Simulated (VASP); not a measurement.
# Al4Si: single point with PBEsol

The system is Al4Si, a slab with vacuum.

```
Si Al
1.0
     2.83945    0.00000    0.00000
     0.00000    2.83945    0.00000
     0.00000    0.00000   24.03120
Si Al
1 4
Direct
  0.00000 0.00000 0.33023
  0.50000 0.50000 0.41494
  0.00000 0.00000 0.50000
  0.50000 0.50000 0.58506
  0.00000 0.00000 0.66977
```

| Item | Value |
| --- | --- |
| Program | VASP 6.6.1 |
| Task | single point |
| Functional | PBEsol |
| Potentials or basis | VASP PAW PBE potentials, release 64 (Si, Al) |
| Cutoff | 520 eV |
| k mesh | 14 × 14 × 1 |
| Occupations | fermi-dirac, width 0.08 eV |
| Spin | no spin polarisation |
| Dipole correction | yes |
| Further INCAR settings | ALGO = Normal; EDIFF = 1e-06; NBANDS = 16 |

```yaml
Largest_force: 0.631 eV/Å
Band_gap_on_the_k_mesh: zero (bands 8 and 9 overlap by 4.25 eV)
```

Forces in eV/Å, atoms in the order of the input:
```
Si   0.000  0.000  0.631
Al   0.000  0.000 -0.486
Al   0.000  0.000 -0.099
Al   0.000  0.000 -0.071
Al   0.000  0.000  0.025
```

Levels at points of the mesh, in eV from the Fermi level:
```csv
k point,band 4,band 5,band 6,band 7,band 8,band 9,band 10,band 11,band 12,band 13
"(0.00, 0.00, 0.00)",-6.93,-4.46,-2.50,0.63,3.01,4.12,5.02,5.16,5.18,5.18
"(0.50, 0.00, 0.00)",-5.66,-4.67,-4.34,-2.79,-2.22,-0.62,0.51,1.24,2.48,4.49
"(0.50, 0.50, 0.00)",-2.19,-2.19,-1.14,-1.05,-0.83,-0.83,-0.05,0.30,0.97,1.10
```

Run time: 81 s on 1 thread of Intel(R) Xeon(R) 6975P-C (Granite Rapids) (shared host), peak memory 0.35 GiB.

Caveat: the PAW data sets were made with another functional, which shifts forces and pressure a little.
